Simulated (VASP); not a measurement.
# Hf4N2O (P4/mmm) in VASP: single point with PBE

Aim: the single point of Hf4N2O with PBE.

Everything below comes from runs of VASP 6.6.1. Logs are shortened: lines on timing, memory, paths and dates and some standing lists are left out, and cuts for length are marked.

### Step 1. The cell of the first run

It takes space group P4/mmm (No. 123, tetragonal). Conventional cell: a = 4.574 Å, b = 4.574 Å, c = 4.486 Å, α = 90.00°, β = 90.00°, γ = 90.00°. Hf (site symmetry 4/mmm) has 2 O at 2.24 Å and 4 N at 2.29 Å within 3.0 Å. Within 3.0 Å of Hf (site symmetry 4/mmm) lie 4 N at 2.29 Å. Hf (site symmetry mmm) has 2 N at 2.24 Å and 2 O at 2.29 Å within 3.0 Å. Within 3.0 Å of N (site symmetry mmm) lie 6 Hf at 2.24 to 2.29 Å. Within 3.0 Å of O (site symmetry 4/mmm) lie 6 Hf at 2.24 to 2.29 Å.

### Step 2. Single point, PBE (atoms taken out)

The input, INCAR:

```
PREC = Accurate
ENCUT = 520
EDIFF = 1E-6
ISMEAR = 0
SIGMA = 0.2
LREAL = F
LASPH = T
NELM = 60
ALGO = Normal
ISIF = 2
LWAVE = F
LCHARG = F
GGA = PE
NBANDS = 37
```

The input, KPOINTS:

```
regular mesh
0
Gamma
  4 4 4
```

The input, POSCAR:

```
Hf4N2O
1.0
    4.5742813571      0.0000000000      0.0000000000
    0.0000000000      4.5742813571      0.0000000000
    0.0000000000      0.0000000000      4.4856128001
Hf N O
4 2 1
Direct
    0.0000000000      0.0000000000      0.0000000000
    0.5000000000      0.5000000000      0.0000000000
    0.0000000000      0.5000000000      0.5000000000
    0.5000000000      0.0000000000      0.5000000000
    0.0000000000      0.5000000000      0.0000000000
    0.5000000000      0.0000000000      0.0000000000
    0.0000000000      0.0000000000      0.5000000000
```

Potentials or basis: VASP PAW PBE potentials, release 64 (Hf_pv, N, O).

Command:

```sh
$ cat potpaw_PBE.64/Hf_pv/POTCAR potpaw_PBE.64/N/POTCAR potpaw_PBE.64/O/POTCAR > POTCAR
$ mpirun -np 1 vasp_std > vasp.out
```

OUTCAR:

```text
PREC = Accurate
   ENCUT = 520
   EDIFF = 1E-6
   ISMEAR = 0
   LREAL = F
   LASPH = T
   NELM = 60
   ISIF = 2
   GGA = PE

 ion  position               nearest neighbor table
   1  0.000  0.000  0.000-   7 2.24   7 2.24   5 2.29   6 2.29   5 2.29   6 2.29   4 3.20   4 3.20
                             3 3.20   3 3.20   3 3.20   4 3.20   3 3.20   4 3.20   2 3.23   2 3.23
   2  0.500  0.500  0.000-   5 2.29   6 2.29   6 2.29   5 2.29   3 3.20   4 3.20   4 3.20   3 3.20
                             4 3.20   3 3.20   4 3.20   3 3.20   1 3.23   1 3.23   1 3.23   1 3.23
   3  0.000  0.500  0.500-   5 2.24   5 2.24   7 2.29   7 2.29   1 3.20   2 3.20   1 3.20   1 3.20
                             2 3.20   1 3.20   2 3.20   2 3.20   4 3.23   4 3.23   4 3.23   4 3.23
   4  0.500  0.000  0.500-   6 2.24   6 2.24   7 2.29   7 2.29   1 3.20   2 3.20   1 3.20   2 3.20
                             2 3.20   1 3.20   2 3.20   1 3.20   3 3.23   3 3.23   3 3.23   3 3.23
   5  0.000  0.500  0.000-   3 2.24   3 2.24   1 2.29   2 2.29   1 2.29   2 2.29
   6  0.500  0.000  0.000-   4 2.24   4 2.24   1 2.29   2 2.29   2 2.29   1 2.29
   7  0.000  0.000  0.500-   1 2.24   1 2.24   4 2.29   3 2.29   3 2.29   4 2.29

  LATTYP: Found a simple tetragonal cell.
 ALAT       =     4.5742813571
 C/A-ratio  =     0.9806158498

  Lattice vectors:

 A1 = (   4.5742813571,   0.0000000000,   0.0000000000)
 A2 = (   0.0000000000,   4.5742813571,   0.0000000000)
 A3 = (   0.0000000000,   0.0000000000,   4.4856128001)

Analysis of symmetry for initial positions (statically):
=====================================================================
 Subroutine PRICEL returns:
 Original cell was already a primitive cell.

 Routine SETGRP: Setting up the symmetry group for a
 simple tetragonal supercell.

 Subroutine GETGRP returns: Found 16 space group operations
 (whereof 16 operations were pure point group operations)
 out of a pool of 16 trial point group operations.

The static configuration has the point symmetry D_4h.

Analysis of symmetry for dynamics (positions and initial velocities):
=====================================================================
 Subroutine PRICEL returns:
 Original cell was already a primitive cell.

 Routine SETGRP: Setting up the symmetry group for a
 simple tetragonal supercell.

 Subroutine GETGRP returns: Found 16 space group operations
 (whereof 16 operations were pure point group operations)
 out of a pool of 16 trial point group operations.

The dynamic configuration has the point symmetry D_4h.

 Subroutine INISYM returns: Found 16 space group operations
 (whereof 16 operations are pure point group operations),
 and found     1 'primitive' translations

----------------------------------------------------------------------------------------

                                     Primitive cell

  volume of cell :      93.8572

  direct lattice vectors                    reciprocal lattice vectors
     4.574281357  0.000000000  0.000000000     0.218613575  0.000000000  0.000000000
     0.000000000  4.574281357  0.000000000     0.000000000  0.218613575  0.000000000
     0.000000000  0.000000000  4.485612800     0.000000000  0.000000000  0.222934980

  length of vectors
     4.574281357  4.574281357  4.485612800     0.218613575  0.218613575  0.222934980

  position of ions in fractional coordinates (direct lattice)
     0.000000000  0.000000000  0.000000000
     0.500000000  0.500000000  0.000000000
     0.000000000  0.500000000  0.500000000
     0.500000000  0.000000000  0.500000000
     0.000000000  0.500000000  0.000000000
     0.500000000  0.000000000  0.000000000
     0.000000000  0.000000000  0.500000000

  ion indices of the primitive-cell ions
   primitive index   ion index
                 1           1
                 2           2
                 3           3
                 4           4
                 5           5
                 6           6
                 7           7

----------------------------------------------------------------------------------------

 KPOINTS: regular mesh

Automatic generation of k-mesh.
 Grid dimensions read from file:
 generate k-points for:    4    4    4

 Generating k-lattice:

  Cartesian coordinates                     Fractional coordinates (reciprocal lattice)
     0.054653394  0.000000000  0.000000000     0.250000000  0.000000000  0.000000000
     0.000000000  0.054653394  0.000000000     0.000000000  0.250000000  0.000000000
     0.000000000  0.000000000  0.055733745     0.000000000  0.000000000  0.250000000

  Length of vectors
     0.054653394  0.054653394  0.055733745

  Shift w.r.t. Gamma in fractional coordinates (k-lattice)
     0.000000000  0.000000000  0.000000000

 Subroutine IBZKPT returns following result:
 ===========================================

 Found     18 irreducible k-points:

 Following reciprocal coordinates:
            Coordinates               Weight
  0.000000  0.000000  0.000000      1.000000
  0.250000  0.000000  0.000000      4.000000
  0.500000  0.000000  0.000000      2.000000
  0.250000  0.250000  0.000000      4.000000
  0.500000  0.250000  0.000000      4.000000
  0.500000  0.500000  0.000000      1.000000
[... 10 lines left out ...]
  0.500000  0.250000  0.500000      4.000000
  0.500000  0.500000  0.500000      1.000000
   k-points           NKPTS =     18   k-points in BZ     NKDIM =     18   number of bands    NBANDS=     37
   number of dos      NEDOS =    301   number of ions     NIONS =      7
   total plane-waves  NPLWV =  46656
   dimension x,y,z NGX =    36 NGY =   36 NGZ =   36
   dimension x,y,z NGXF=    72 NGYF=   72 NGZF=   72
   ions per type =               4   2   1
   NGX,Y,Z   is equivalent  to a cutoff of  13.08, 13.08, 13.34 a.u.
   NGXF,Y,Z  is equivalent  to a cutoff of  26.17, 26.17, 26.68 a.u.
 SYSTEM =  unknown system
   PREC   = accura    normal or accurate (medium, high low for compatibility)
   ISTART =      0    job   : 0-new  1-cont  2-samecut
   ICHARG =      2    charge: 1-file 2-atom 10-const
   ISPIN  =      1    spin polarized calculation?
   LNONCOLLINEAR =      F non collinear calculations
   LSORBIT =      F    spin-orbit coupling
   LASPH  =      T    aspherical Exc in radial PAW
   ENCUT  =  520.0 eV  38.22 Ry    6.18 a.u.   8.51  8.51  8.34*2*pi/ulx,y,z
   NELM   =     60;   NELMIN=  2; NELMDL= -5     # of ELM steps
   EDIFF  = 0.1E-05   stopping-criterion for ELM
   LREAL  =      F    real-space projection
   EDIFFG = 0.1E-04   stopping-criterion for IOM
   NSW    =      0    number of steps for IOM
   IBRION =     -1    ionic relax: 0-MD 1-quasi-New 2-CG
   NFREE  =      0    steps in history (QN), initial steepest desc. (CG)
   ISIF   =      2    stress and relaxation
   ISYM   =      2    0-nonsym 1-usesym 2-fastsym
   POTIM  = 0.5000    time-step for ionic-motion
   TEBEG  =    0.0;   TEEND  =   0.0 temperature during run
   PSTRESS=    0.0 pullay stress
   NELECT =      56.0000    total number of electrons
   NUPDOWN=      -1.0000    fix difference up-down
   EMIN   =  10.00;   EMAX   =-10.00  energy-range for DOS
   EFERMI =   0.00;   METHOD = LEGACY
   ISMEAR =     0;   SIGMA  =   0.20  broadening in eV -4-tet -1-fermi 0-gaus
   EFERMI_NEDOS =   21; number of points for ismear=-14 and -15
   IALGO  =     38    algorithm
   IMIX   =      4    mixing-type and parameters
     AMIX     =   0.40;   BMIX     =  1.00
     AMIX_MAG =   1.60;   BMIX_MAG =  1.00
  volume/ion in A,a.u.               =      13.41        90.48
  Fermi-wavevector in a.u.,A,eV,Ry     =   1.378209  2.604437 25.843713  1.899459
  Thomas-Fermi vector in A             =   2.503291
   LORBIT       =      0    0 simple, 1 ext, 2 COOP (PROOUT), +10 PAW based schemes
   GGA     = PE    functional components
   LHFCALC =     F    Hartree Fock is set to
   AEXX    =    0.0000 exact exchange contribution
   IVDW    =     0    specifies the selected vdW correction
   LEPSILON=     F    determine dielectric tensor
   LRPA    =     F    only Hartree local field effects (RPA)
 non-spin polarized calculation
 Gauss-broadening in eV      SIGMA  =   0.20
  energy-cutoff  :      520.00
  volume of cell :       93.86
 maximum number of plane-waves:      2544
 NGX is ok and might be reduce to    36
   NGX = 17   NGY = 17   NGZ = 17

 number of electron      56.0000013 magnetization

 Free energy of the ion-electron system (eV)
  ---------------------------------------------------
  ext. energy  EPLUGINS =         0.00000000
  ---------------------------------------------------
  free energy    TOTEN  =       -72.86603923 eV

  energy without entropy =      -72.78026298  energy(sigma->0) =      -72.82315111

 E-fermi :   7.0540     XC(G=0): -12.2464

 val. band max:        7.0511776695   @ k =   0.2500   0.0000   0.5000
 cond. band min:       7.0834787826   @ k =   0.5000   0.0000   0.2500
 fundamental gap:      0.0323011131
 Fermi energy:         7.0539798447

 k-point     1 :       0.0000    0.0000    0.0000
  band No.  band energies     occupation
      1     -24.8464      2.00000
      2     -24.7038      2.00000
      3     -24.7038      2.00000
      4     -24.0481      2.00000
      5     -24.0481      2.00000
      6     -23.9640      2.00000
[... 29 lines left out ...]
     36      11.8368      0.00000
     37      11.9404      0.00000

 k-point     2 :       0.2500    0.0000    0.0000
  band No.  band energies     occupation
      1     -24.8252      2.00000
      2     -24.6807      2.00000
      3     -24.6690      2.00000
      4     -24.0952      2.00000
      5     -24.0287      2.00000
      6     -23.9566      2.00000
[... 29 lines left out ...]
     36      10.6988      0.00000
     37      11.4482      0.00000

 k-point     3 :       0.5000    0.0000    0.0000
  band No.  band energies     occupation
      1     -24.8029      2.00000
      2     -24.6561      2.00000
      3     -24.6258      2.00000
      4     -24.1523      2.00000
      5     -24.0024      2.00000
      6     -23.9586      2.00000
[... 29 lines left out ...]
     36      10.1456      0.00000
     37      10.7023      0.00000

 k-point     4 :       0.2500    0.2500    0.0000
  band No.  band energies     occupation
      1     -24.8057      2.00000
      2     -24.6908      2.00000
      3     -24.6571      2.00000
      4     -24.2273      2.00000
      5     -23.9356      2.00000
      6     -23.9353      2.00000
[... 29 lines left out ...]
     36      11.4059      0.00000
     37      11.4948      0.00000
[... 443 lines left out ...]
      1     -24.9787      2.00000
      2     -24.7249      2.00000
      3     -24.6693      2.00000
      4     -24.1182      2.00000
      5     -24.0350      2.00000
      6     -23.9667      2.00000
[... 29 lines left out ...]
     36      11.1162      0.00000
     37      11.4497      0.00000

 k-point    17 :       0.5000    0.2500    0.5000
  band No.  band energies     occupation
      1     -25.0400      2.00000
      2     -24.7681      2.00000
      3     -24.7237      2.00000
      4     -24.1099      2.00000
      5     -24.0352      2.00000
      6     -23.9143      2.00000
[... 29 lines left out ...]
     36      10.6629      0.00000
     37      10.7356      0.00000

 k-point    18 :       0.5000    0.5000    0.5000
  band No.  band energies     occupation
      1     -25.1085      2.00000
      2     -24.8170      2.00000
      3     -24.8170      2.00000
      4     -24.1226      2.00000
      5     -23.9865      2.00000
      6     -23.9412      2.00000
[... 29 lines left out ...]
     36      11.2616      0.00000
     37      11.2616      0.00000

------------------------ aborting loop because EDIFF is reached ----------------------------------------

  FORCE on cell =-STRESS in cart. coord.  units (eV):
  Direction    XX          YY          ZZ          XY          YZ          ZX
  --------------------------------------------------------------------------------------
  -------------------------------------------------------------------------------------
  Total       -1.1556021     -1.1556021     -1.3247394      0.0000000      0.0000000      0.0000000
  in kB      -19.7265603    -19.7265603    -22.6137981      0.0000000      0.0000000      0.0000000
  external PRESSURE =     -20.6889729 kB  Pullay stress =       0.0000000 kB

 VOLUME and BASIS-vectors are now :
 -----------------------------------------------------------------------------
  energy-cutoff  :      520.00
  volume of cell :       93.86
      direct lattice vectors                 reciprocal lattice vectors
     4.574281357  0.000000000  0.000000000     0.218613575  0.000000000  0.000000000
     0.000000000  4.574281357  0.000000000     0.000000000  0.218613575  0.000000000
     0.000000000  0.000000000  4.485612800     0.000000000  0.000000000  0.222934980

 POSITION                                       TOTAL-FORCE (eV/Angst)
 -----------------------------------------------------------------------------------
      0.00000      0.00000      0.00000         0.000000      0.000000      0.000000
      2.28714      2.28714      0.00000         0.000000      0.000000      0.000000
      0.00000      2.28714      2.24281         0.000000      0.000000      0.000000
      2.28714      0.00000      2.24281         0.000000      0.000000      0.000000
      0.00000      2.28714      0.00000         0.000000      0.000000      0.000000
      2.28714      0.00000      0.00000         0.000000      0.000000      0.000000
      0.00000      0.00000      2.24281         0.000000      0.000000      0.000000
 -----------------------------------------------------------------------------------
    total drift:                                0.000000      0.000000      0.000000

  FREE ENERGIE OF THE ION-ELECTRON SYSTEM (eV)
  ---------------------------------------------------
  free  energy   TOTEN  =       -72.8660392298 eV

  energy  without entropy=      -72.7802629806  energy(sigma->0) =      -72.82315111
```

Run time: 39 s. Hardware: 1 thread of Intel Xeon 6975P-C (Granite Rapids), shared host; peak memory 0.22 GiB.

What came out:

| Quantity | Value |
| --- | --- |
| Free energy | -72.8660 eV |
| Pressure | -2.1 GPa |
| Band gap on the k mesh | zero (bands 28 and 29 overlap by 0.54 eV) |

Levels at points of the mesh, in eV from the Fermi level:
| k point | band 25 | band 26 | band 27 | band 28 | band 29 | band 30 | band 31 | band 32 |
| --- | --- | --- | --- | --- | --- | --- | --- | --- |
| (0.00, 0.00, 0.00) | -3.13 | -3.13 | -3.01 | -3.01 | 0.29 | 0.29 | 0.47 | 1.62 |
| (0.50, 0.00, 0.00) | -2.97 | -2.17 | -1.35 | 0.14 | 0.27 | 0.48 | 1.12 | 1.27 |
| (0.50, 0.50, 0.00) | -1.44 | -0.93 | -0.51 | -0.51 | 0.76 | 1.88 | 1.88 | 2.50 |
| (0.00, 0.00, 0.50) | -2.94 | -1.96 | -1.47 | -0.28 | -0.28 | 0.95 | 1.93 | 1.93 |
| (0.50, 0.00, 0.50) | -1.52 | -1.09 | -0.33 | 0.12 | 0.86 | 2.01 | 2.24 | 2.71 |
| (0.50, 0.50, 0.50) | -0.95 | -0.95 | -0.40 | 0.09 | 2.92 | 2.95 | 2.95 | 3.50 |

Caveat: the cell differs from its parent crystal (atoms taken out); spin-orbit coupling is left out, which moves the levels of the heavy elements.

The gap in the log of VASP goes by the Fermi energy; the results here count the filled bands.